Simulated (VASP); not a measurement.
Input of a VASP 6.6.1 run:

Contents of INCAR:

```
SYSTEM = CuSi15
PREC = Accurate
ENCUT = 520
EDIFF = 1E-6
ISMEAR = 0
SIGMA = 0.05
LREAL = Auto
LASPH = .TRUE.
NELM = 150
ALGO = Normal
ISIF = 2
LWAVE = .FALSE.
LCHARG = .FALSE.
ISPIN = 2
MAGMOM = 3 0 0 0 0 0 0 0 0 0 0 0 0 0 0 0
LORBIT = 11
LMAXMIX = 4
LDAU = .TRUE.
LDAUTYPE = 2
LDAUL = 2 -1
LDAUU = 5 0
LDAUJ = 0 0
LDAUPRINT = 1
GGA = PS
NBANDS = 54
```

The input KPOINTS:

```
regular mesh
0
G
  3 3 3
  0 0 0
```

File POSCAR:

```
CuSi15
1.0
    0.0000000000      5.4370000000      5.4370000000
    5.4370000000      0.0000000000      5.4370000000
    5.4370000000      5.4370000000      0.0000000000
Cu Si
1 15
Direct
    1.0000000000      1.0000000000      0.0000000000
    0.0002682891      0.0002682891      0.4997317109
    0.0002682891      0.4997317109      0.0002682891
    0.0002682891      0.4997317109      0.4997317109
    0.4997317109      0.0002682891      0.0002682891
    0.4997317109      0.0002682891      0.4997317109
    0.4997317109      0.4997317109      0.0002682891
    0.5000000000      0.5000000000      0.5000000000
    0.1235515995      0.1235515995      0.1235515995
    0.1235515995      0.1235515995      0.6293452016
    0.1235515995      0.6293452016      0.1235515995
    0.1249634952      0.6250121683      0.6250121683
    0.6293452016      0.1235515995      0.1235515995
    0.6250121683      0.1249634952      0.6250121683
    0.6250121683      0.6250121683      0.1249634952
    0.6250121683      0.6250121683      0.6250121683
```

Potentials or basis: VASP PAW PBE potentials, release 64 (Cu, Si).

Command:

```bash
$ cat potpaw_PBE.64/Cu/POTCAR potpaw_PBE.64/Si/POTCAR > POTCAR
$ mpirun -np 1 vasp_std > vasp.out
```

(1) What does it give for the pressure?

(2) Predict the net moment.

(3) Predict the largest force.

Results:

(1) -1.2 GPa.

(2) 0.00 μB per cell.

(3) 0.070 eV/Å.

Caveat: the PAW data sets were made with another functional, which shifts forces and pressure a little; the U is typed as a test and isn't derived for this compound.
